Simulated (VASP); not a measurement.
# Ca2SnO3 (P6/mmm) in VASP: relaxation of cell and atoms with PBE

Aim: the relaxation of cell and atoms of Ca2SnO3 with PBE.

Program: VASP 6.6.1. These are calculated values, not measurements. Logs are shortened: lines on timing, memory, paths and dates and some standing lists are left out, and cuts for length are marked.

### Step 1. The cell of the first run

It takes space group P6/mmm (No. 191, hexagonal). Conventional cell: a = 5.801 Å, b = 5.801 Å, c = 3.401 Å, α = 90.00°, β = 90.00°, γ = 120.00°. Within 3.2 Å of Ca (site symmetry -6m2) lie 6 O at 2.39 Å. Within 4.4 Å of Sn (site symmetry 6/mmm) lie 6 Ca at 3.35 Å and 12 O at 3.36 Å and 2 Sn at 3.40 Å. O (site symmetry mmm) has 4 Ca at 2.39 Å and 4 O at 2.90 Å within 3.2 Å.

The cell was generated, and may not be a known phase.

### Step 2. Relaxation of cell and atoms, PBE

INCAR

```
SYSTEM = Ca2SnO3
PREC = Accurate
ENCUT = 600
EDIFF = 1E-7
ISMEAR = 0
SIGMA = 0.1
LREAL = .False.
LASPH = .True.
NELM = 60
ALGO = Normal
ISIF = 3
LWAVE = .False.
LCHARG = .False.
GGA = PE
IBRION = 2
NSW = 100
EDIFFG = -0.01
```

KPOINTS

```
regular mesh
0
Gamma
  6 6 12
  0 0 0
```

POSCAR

```
Ca2SnO3
1.0
    5.8006181800      0.0000000000      0.0000000000
   -2.9003090900      5.0234827000      0.0000000000
    0.0000000000      0.0000000000      3.4006232400
Ca Sn O
2 1 3
Direct
    0.6666666700      0.3333333300      0.5000000000
    0.3333333300      0.6666666700      0.5000000000
    0.0000000000      0.0000000000      0.5000000000
    0.0000000000      0.5000000000      0.0000000000
    0.5000000000      0.5000000000      0.0000000000
    0.5000000000      0.0000000000      0.0000000000
```

Potentials or basis: VASP PAW PBE potentials, release 64 (Ca_sv, Sn_d, O).

Command:

```console
$ cat potpaw_PBE.64/Ca_sv/POTCAR potpaw_PBE.64/Sn_d/POTCAR potpaw_PBE.64/O/POTCAR > POTCAR
$ mpirun -np 1 vasp_std > vasp.out
```

OUTCAR:

```text
SYSTEM = Ca2SnO3
   PREC = Accurate
   ENCUT = 600
   EDIFF = 1E-7
   ISMEAR = 0
   LREAL = .False.
   LASPH = .True.
   NELM = 60
   ISIF = 3
   GGA = PE
   IBRION = 2
   NSW = 100
   EDIFFG = -0.01

 ion  position               nearest neighbor table
   1  0.667  0.333  0.500-   6 2.39   6 2.39   4 2.39   4 2.39   5 2.39   5 2.39   3 3.35   3 3.35
                             3 3.35
   2  0.333  0.667  0.500-   6 2.39   6 2.39   4 2.39   4 2.39   5 2.39   5 2.39   3 3.35   3 3.35
                             3 3.35
   3  0.000  0.000  0.500-   1 3.35   2 3.35   2 3.35   1 3.35   1 3.35   2 3.35
   4  0.000  0.500  0.000-   1 2.39   2 2.39   1 2.39   2 2.39
   5  0.500  0.500  0.000-   1 2.39   2 2.39   1 2.39   2 2.39
   6  0.500  0.000  0.000-   1 2.39   2 2.39   1 2.39   2 2.39

  LATTYP: Found a hexagonal cell.
 ALAT       =     5.8006181800
 C/A-ratio  =     0.5862518674

  Lattice vectors:

 A1 = (   5.8006181800,   0.0000000000,   0.0000000000)
 A2 = (  -2.9003090900,   5.0234827000,   0.0000000000)
 A3 = (   0.0000000000,   0.0000000000,   3.4006232400)

Analysis of symmetry for initial positions (statically):
=====================================================================
 Subroutine PRICEL returns:
 Original cell was already a primitive cell.

 Routine SETGRP: Setting up the symmetry group for a
 hexagonal supercell.

 Subroutine GETGRP returns: Found 24 space group operations
 (whereof 24 operations were pure point group operations)
 out of a pool of 24 trial point group operations.

The static configuration has the point symmetry D_6h.

Analysis of symmetry for dynamics (positions and initial velocities):
=====================================================================
 Subroutine PRICEL returns:
 Original cell was already a primitive cell.

 Routine SETGRP: Setting up the symmetry group for a
 hexagonal supercell.

 Subroutine GETGRP returns: Found 24 space group operations
 (whereof 24 operations were pure point group operations)
 out of a pool of 24 trial point group operations.

The dynamic configuration has the point symmetry D_6h.

 Subroutine INISYM returns: Found 24 space group operations
 (whereof 24 operations are pure point group operations),
 and found     1 'primitive' translations

----------------------------------------------------------------------------------------

                                     Primitive cell

  volume of cell :      99.0918

  direct lattice vectors                    reciprocal lattice vectors
     5.800618180  0.000000000  0.000000000     0.172395419  0.099532541  0.000000000
    -2.900309090  5.023482700  0.000000000     0.000000000  0.199065083  0.000000000
     0.000000000  0.000000000  3.400623240     0.000000000  0.000000000  0.294063743

  length of vectors
     5.800618180  5.800618179  3.400623240     0.199065083  0.199065083  0.294063743

  position of ions in fractional coordinates (direct lattice)
     0.666666670  0.333333330  0.500000000
     0.333333330  0.666666670  0.500000000
     0.000000000  0.000000000  0.500000000
     0.000000000  0.500000000  0.000000000
     0.500000000  0.500000000  0.000000000
     0.500000000  0.000000000  0.000000000

  ion indices of the primitive-cell ions
   primitive index   ion index
                 1           1
                 2           2
                 3           3
                 4           4
                 5           5
                 6           6

----------------------------------------------------------------------------------------

 KPOINTS: regular mesh

Automatic generation of k-mesh.
 Grid dimensions read from file:
 generate k-points for:    6    6   12

 Generating k-lattice:

  Cartesian coordinates                     Fractional coordinates (reciprocal lattice)
     0.028732570  0.016588757  0.000000000     0.166666667 -0.000000000  0.000000000
     0.000000000  0.033177514  0.000000000     0.000000000  0.166666667  0.000000000
     0.000000000  0.000000000  0.024505312     0.000000000  0.000000000  0.083333333

  Length of vectors
     0.033177514  0.033177514  0.024505312

  Shift w.r.t. Gamma in fractional coordinates (k-lattice)
     0.000000000  0.000000000  0.000000000

 Subroutine IBZKPT returns following result:
 ===========================================

 Found     49 irreducible k-points:

 Following reciprocal coordinates:
            Coordinates               Weight
  0.000000  0.000000  0.000000      1.000000
  0.166667  0.000000  0.000000      6.000000
  0.333333  0.000000  0.000000      6.000000
  0.500000  0.000000  0.000000      3.000000
  0.166667  0.166667  0.000000      6.000000
  0.333333  0.166667  0.000000     12.000000
[... 16 lines left out ...]
  0.166667  0.000000  0.250000     12.000000
  0.333333  0.000000  0.250000     12.000000
 [... further k-points ...]
   k-points           NKPTS =     49   k-points in BZ     NKDIM =     49   number of bands    NBANDS=     31
   number of dos      NEDOS =    301   number of ions     NIONS =      6
   total plane-waves  NPLWV =  64512
   dimension x,y,z NGX =    48 NGY =   48 NGZ =   28
   dimension x,y,z NGXF=    96 NGYF=   96 NGZF=   56
   ions per type =               2   1   3
   NGX,Y,Z   is equivalent  to a cutoff of  13.76, 13.76, 13.69 a.u.
   NGXF,Y,Z  is equivalent  to a cutoff of  27.51, 27.51, 27.38 a.u.
 SYSTEM =  Ca2SnO3
   PREC   = accura    normal or accurate (medium, high low for compatibility)
   ISTART =      0    job   : 0-new  1-cont  2-samecut
   ICHARG =      2    charge: 1-file 2-atom 10-const
   ISPIN  =      1    spin polarized calculation?
   LNONCOLLINEAR =      F non collinear calculations
   LSORBIT =      F    spin-orbit coupling
   LASPH  =      T    aspherical Exc in radial PAW
   ENCUT  =  600.0 eV  44.10 Ry    6.64 a.u.  11.59 11.59  6.79*2*pi/ulx,y,z
   NELM   =     60;   NELMIN=  2; NELMDL= -5     # of ELM steps
   EDIFF  = 0.1E-06   stopping-criterion for ELM
   LREAL  =      F    real-space projection
   EDIFFG = -.1E-01   stopping-criterion for IOM
   NSW    =    100    number of steps for IOM
   IBRION =      2    ionic relax: 0-MD 1-quasi-New 2-CG
   NFREE  =      1    steps in history (QN), initial steepest desc. (CG)
   ISIF   =      3    stress and relaxation
   ISYM   =      2    0-nonsym 1-usesym 2-fastsym
   POTIM  = 0.5000    time-step for ionic-motion
   TEBEG  =    0.0;   TEEND  =   0.0 temperature during run
   PSTRESS=    0.0 pullay stress
   NELECT =      52.0000    total number of electrons
   NUPDOWN=      -1.0000    fix difference up-down
   EMIN   =  10.00;   EMAX   =-10.00  energy-range for DOS
   EFERMI =   0.00;   METHOD = LEGACY
   ISMEAR =     0;   SIGMA  =   0.10  broadening in eV -4-tet -1-fermi 0-gaus
   EFERMI_NEDOS =   21; number of points for ismear=-14 and -15
   IALGO  =     38    algorithm
   IMIX   =      4    mixing-type and parameters
     AMIX     =   0.40;   BMIX     =  1.00
     AMIX_MAG =   1.60;   BMIX_MAG =  1.00
  volume/ion in A,a.u.               =      16.52       111.45
  Fermi-wavevector in a.u.,A,eV,Ry     =   1.320475  2.495335 23.723841  1.743653
  Thomas-Fermi vector in A             =   2.450298
   LORBIT       =      0    0 simple, 1 ext, 2 COOP (PROOUT), +10 PAW based schemes
   GGA     = PE    functional components
   LHFCALC =     F    Hartree Fock is set to
   AEXX    =    0.0000 exact exchange contribution
   IVDW    =     0    specifies the selected vdW correction
   LEPSILON=     F    determine dielectric tensor
   LRPA    =     F    only Hartree local field effects (RPA)
 conjugate gradient relaxation of ions
 non-spin polarized calculation
 Gauss-broadening in eV      SIGMA  =   0.10
  energy-cutoff  :      600.00
  volume of cell :       99.09
 maximum number of plane-waves:      3343
 NGX is ok and might be reduce to    48
   NGX = 23   NGY = 23   NGZ = 13

--------------------------------------- Ionic step        1  -------------------------------------------

 number of electron      51.9999992 magnetization

 Free energy of the ion-electron system (eV)
  ---------------------------------------------------
  ext. energy  EPLUGINS =         0.00000000
  ---------------------------------------------------
  free energy    TOTEN  =       -32.09563110 eV

  energy without entropy =      -32.07831074  energy(sigma->0) =      -32.08697092

------------------------ aborting loop because EDIFF is reached ----------------------------------------

  FORCE on cell =-STRESS in cart. coord.  units (eV):
  Direction    XX          YY          ZZ          XY          YZ          ZX
  --------------------------------------------------------------------------------------
  -------------------------------------------------------------------------------------
  Total        3.5702579      3.5702579    -12.1980835      0.0000000      0.0000000      0.0000000
  in kB       57.7261320     57.7261320   -197.2261396      0.0000000      0.0000000      0.0000000
  external PRESSURE =     -27.2579585 kB  Pullay stress =       0.0000000 kB
[... 185 lines left out ...]
  energy  without entropy=      -32.7988486156  energy(sigma->0) =      -32.80989439

--------------------------------------- Ionic step        6  -------------------------------------------

 number of electron      52.0000010 magnetization

 Free energy of the ion-electron system (eV)
  ---------------------------------------------------
  ext. energy  EPLUGINS =         0.00000000
  ---------------------------------------------------
  free energy    TOTEN  =       -32.82097802 eV

  energy without entropy =      -32.79880332  energy(sigma->0) =      -32.80989067

 E-fermi :   3.0186     XC(G=0): -10.0877

 val. band max:        3.0173675969   @ k =   0.3333   0.0000   0.4167
 cond. band min:       3.0190072324   @ k =   0.0000   0.0000   0.0000
 fundamental gap:      0.0016396355
 Fermi energy:         3.0185754038

 k-point     1 :       0.0000    0.0000    0.0000
  band No.  band energies     occupation
      1     -34.0988      2.00000
      2     -34.0526      2.00000
      3     -19.1131      2.00000
      4     -19.0067      2.00000
      5     -19.0067      2.00000
      6     -18.8929      2.00000
[... 805 lines left out ...]
     30      10.1134      0.00000
     31      10.4362      0.00000

 [... further k-points ...]
[... 5 lines left out ...]
  --------------------------------------------------------------------------------------
  -------------------------------------------------------------------------------------
  Total        0.0005555      0.0005555     -0.0014783      0.0000000      0.0000000      0.0000000
  in kB        0.0090141      0.0090141     -0.0239889      0.0000000      0.0000000      0.0000000
  external PRESSURE =      -0.0019869 kB  Pullay stress =       0.0000000 kB
[... 21 lines left out ...]
  FREE ENERGIE OF THE ION-ELECTRON SYSTEM (eV)
  ---------------------------------------------------
  free  energy   TOTEN  =       -32.8209780242 eV

  energy  without entropy=      -32.7988033198  energy(sigma->0) =      -32.80989067

 reached required accuracy - stopping structural energy minimisation
```

Wall time 8.1 min (1 thread of Intel Xeon 6975P-C (Granite Rapids), shared host); peak memory 0.37 GiB.

Results:

* Free energy: -32.8210 eV
* Relaxed volume: 16.46 Å³/atom
* Relaxed cell: a = 6.066 Å, b = 6.066 Å, c = 3.099 Å, α = 90.00°, β = 90.00°, γ = 120.00°
* Space group after relaxing (to 0.1 Å): P6/mmm (No. 191)
* Energy gained by relaxing: 120.9 meV/atom
* Ionic steps: 6
* Pressure after relaxing: 0.0 GPa
* Band gap on the k mesh: zero (bands 26 and 27 overlap by 0.04 eV)

The path:
| step | energy change (eV) | largest force (eV/Å) | pressure (GPa) | volume (Å³) |
| --- | --- | --- | --- | --- |
| 1 | 0.0000 | 0.0000 | -2.73 | 99.09 |
| 2 | -0.6814 | 0.0000 | 3.56 | 94.58 |
| 3 | -0.6866 | 0.0000 | 3.03 | 94.90 |
| 4 | -0.7253 | 0.0000 | -0.04 | 98.75 |
| 5 | -0.7253 | 0.0000 | -0.04 | 98.76 |
| 6 | -0.7253 | 0.0000 | 0.00 | 98.74 |

Final structure:
```
Ca Sn O
1.0
     6.06567    0.00000    0.00000
    -3.03284    5.25303    0.00000
     0.00000    0.00000    3.09874
Ca Sn O
2 1 3
Direct
  0.66667 0.33333 0.50000
  0.33333 0.66667 0.50000
  0.00000 0.00000 0.50000
  0.00000 0.50000 0.00000
  0.50000 0.50000 0.00000
  0.50000 0.00000 0.00000
```

Levels at points of the mesh, in eV from the Fermi level:
```csv
k point,band 22,band 23,band 24,band 25,band 26,band 27,band 28,band 29,band 30,band 31
"(0.00, 0.00, 0.00)",-0.57,-0.20,-0.03,-0.03,0.00,2.33,2.33,5.15,7.03,7.03
"(0.50, 0.00, 0.00)",-0.89,-0.57,-0.39,-0.19,-0.06,-0.02,1.88,6.10,6.48,7.47
"(0.00, 0.00, 0.50)",-1.44,-1.44,-0.98,-0.24,-0.24,0.10,1.59,1.59,7.90,7.90
"(0.50, 0.00, 0.50)",-1.31,-1.08,-1.03,-0.94,-0.06,0.13,1.88,2.81,7.11,7.20
```

Caveat: semilocal functionals underestimate gaps, and a narrow one can read as zero; spin-orbit coupling is left out, which moves the levels of the heavy elements.
